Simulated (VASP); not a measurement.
Input of a VASP 6.6.1 run:

File INCAR:

```
SYSTEM = CuO
PREC     = Accurate       ! precision mode
ENCUT    = 700            ! plane-wave cutoff, eV
EDIFF    = 1E-6           ! SCF threshold, eV
ISMEAR   = -1             ! smearing method
SIGMA    = 0.05           ! smearing width, eV
LREAL    = .FALSE.        ! projectors in reciprocal space
LASPH    = .TRUE.         ! aspherical terms in the spheres
NELM     = 120            ! most SCF steps
ALGO     = Normal         ! electronic algorithm
ISIF     = 2              ! what is computed and relaxed
LWAVE    = .FALSE.        ! write WAVECAR
LCHARG   = .TRUE.         ! write CHGCAR
GGA      = PS             ! functional
LELF     = .TRUE.         ! ELF
LVHAR    = .TRUE.       
NBANDS   = 46             ! bands
GGA_COMPAT= .FALSE.
```

KPOINTS

```
Automatic mesh
0
G
  7 7 7
  0 0 0
```

The input POSCAR:

```
CuO
1.0
    4.1609370000      0.0000000000      0.0000000000
    0.0000000000      4.1609370000      0.0000000000
    0.0000000000      0.0000000000      3.8876430000
Cu O
3 3
Direct
    0.5000000000      0.0000000000      0.5000000000
    0.0000000000      0.5000000000      0.5000000000
    0.0000000000      0.0000000000      0.0000000000
    0.0000000000      0.0000000000      0.5000000000
    0.5000000000      0.0000000000      0.0000000000
    0.0000000000      0.5000000000      0.0000000000
```

Potentials or basis: VASP PAW PBE potentials, release 64 (Cu_sv_GW, O).

Command:

```bash
$ cat potpaw_PBE.64/Cu_sv_GW/POTCAR potpaw_PBE.64/O/POTCAR > POTCAR
$ mpirun -np 1 vasp_std > vasp.out
```

Q: Predict the pressure.

A: -8.2 GPa.

Stress tensor (GPa, compression positive):
```
 -6.95   0.00   0.00
  0.00  -6.95   0.00
  0.00   0.00 -10.82
```

Caveat: the PAW data sets were made with another functional, which shifts forces and pressure a little; an odd number of electrons without spin polarisation forces a metal; a magnetic or distorted state may lie lower.
